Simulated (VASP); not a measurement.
Runs of VASP 6.6.1 on KTaO3. The structure is that of space group Pm-3m (No. 221), or close to it. The cells are those of the table. 

| task | cell | k mesh | cutoff (eV) | smearing | gap on the mesh (eV) | pressure (GPa) |
| --- | --- | --- | --- | --- | --- | --- |
| single point | a = 4.024 Å, 5 atoms | 8 × 8 × 8 | 520 | gaussian 0.02 eV | 2.12 | 0.6 |
| single point | a = 3.942 Å, 5 atoms | 8 × 8 × 8 | 520 | gaussian 0.02 eV | 2.25 | 14.2 |
| single point | a = 3.984 Å, 5 atoms | 8 × 8 × 8 | 520 | gaussian 0.02 eV | 2.18 | (c) |
| relaxation of cell and atoms | relaxed from a = 4.024 Å, 5 atoms | 8 × 8 × 8 | 600 | gaussian 0.02 eV | 2.11 | 0.0 |
| single point | a = 4.024 Å, 5 atoms | 6 × 6 × 6 | 520 | gaussian 0.1 eV | 2.11 | 0.6 |
| single point | a = 3.857 Å, 5 atoms | 8 × 8 × 8 | 520 | gaussian 0.02 eV | 2.38 | 33.1 |
| single point | a = 4.103 Å, 5 atoms | 8 × 8 × 8 | 520 | gaussian 0.02 eV | 1.98 | -9.2 |
| single point | a = 3.900 Å, 5 atoms | 8 × 8 × 8 | 520 | gaussian 0.02 eV | 2.32 | (b) |
| single point | a = 4.154 Å, 5 atoms | 8 × 8 × 8 | 520 | gaussian 0.02 eV | (a) | (d) |
| single point | a = 4.064 Å, 5 atoms | 8 × 8 × 8 | 520 | gaussian 0.02 eV | 2.05 | -4.7 |

Alike in all rows: level PBE; potentials or basis VASP PAW PBE potentials, release 64 (K_sv, Ta_pv, O); no spin polarisation.

Task: Estimate the missing entries.

Result: (a) 1.89; (b) 22.9; (c) 6.8; (d) -14.1.

Caveats: spin-orbit coupling is left out, which moves the levels of the heavy elements; the cell stands under pressure (at least some runs); the cell stands under tension (at least some runs).

A k mesh can miss the band edges, and the runs leave out spin-orbit coupling on Ta.
